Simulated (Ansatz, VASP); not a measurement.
# Two plane-wave programs on C

File INCAR:

```
SYSTEM = C
PREC     = Accurate       ! precision mode
ENCUT    = 520            ! plane-wave cutoff, eV
EDIFF    = 1E-7           ! SCF threshold, eV
ISMEAR   = 0              ! smearing method
SIGMA    = 0.1            ! smearing width, eV
LREAL    = .False.        ! projectors in reciprocal space
LASPH    = .True.         ! aspherical terms in the spheres
NELM     = 80             ! most SCF steps
ALGO     = Normal         ! electronic algorithm
ISIF     = 2              ! what is computed and relaxed
LWAVE    = .False.        ! write WAVECAR
LCHARG   = .False.        ! write CHGCAR
GGA      = PE             ! functional
NBANDS   = 11             ! bands
```

KPOINTS

```
regular mesh
0
Gamma
  12 12 8
  0 0 0
```

The input POSCAR:

```
C
1.0
    2.3136744700      0.0000000000      0.0000000000
   -1.1568372400      2.0037008700      0.0000000000
    0.0000000000      0.0000000000      2.4702876700
C
2
Direct
    0.6666666700      0.3333333300      0.3532462500
    0.3333333300      0.6666666700      0.6467537500
```

Input for Ansatz:

```yaml
crystal:
  lattice:
    - [2.31367447, 0.0, 0.0]
    - [-1.15683724, 2.00370087, 0.0]
    - [0.0, 0.0, 2.47028767]
  atoms:
    - { symbol: C, position: [0.66666667, 0.33333333, 0.35324625] }
    - { symbol: C, position: [0.33333333, 0.66666667, 0.64675375] }
basis:
  ecutwfc: 420
kpoints:
  mp_grid: { grid: [12, 12, 8] }
hamiltonian:
  xc: pbe
scf:
  occupations: { method: gaussian, width: 0.1 }
  lower_state_search: "off"
output:
  forces: true
  stress: true
  eigenvalues: true
```

Alike in both runs: task single point; functional PBE; k mesh 12 × 12 × 8; occupations gaussian, width 0.1 eV; no spin polarisation.

|  | VASP | Ansatz |
| --- | --- | --- |
| version | VASP 6.6.1 | Ansatz 0.2.0 |
| potentials or method | VASP PAW PBE potentials, release 64 (C), cutoff 520 eV | scalar-relativistic, plane waves, PAW |
| valence electrons in the cell | 8 | 8 |

Ansatz gave:

```
gap on the k mesh at the Fermi level (eV) : none
rms of the force components (eV/Å)        : 3.896
```

What did VASP give for the same quantities?

gap on the k mesh at the Fermi level (eV): none; rms of the force components (eV/Å): 3.877.

Atom by atom the forces differ by 0.019 eV/Å (rms over components). A gap of «none» marks a metal or a gap that the smearing closes.
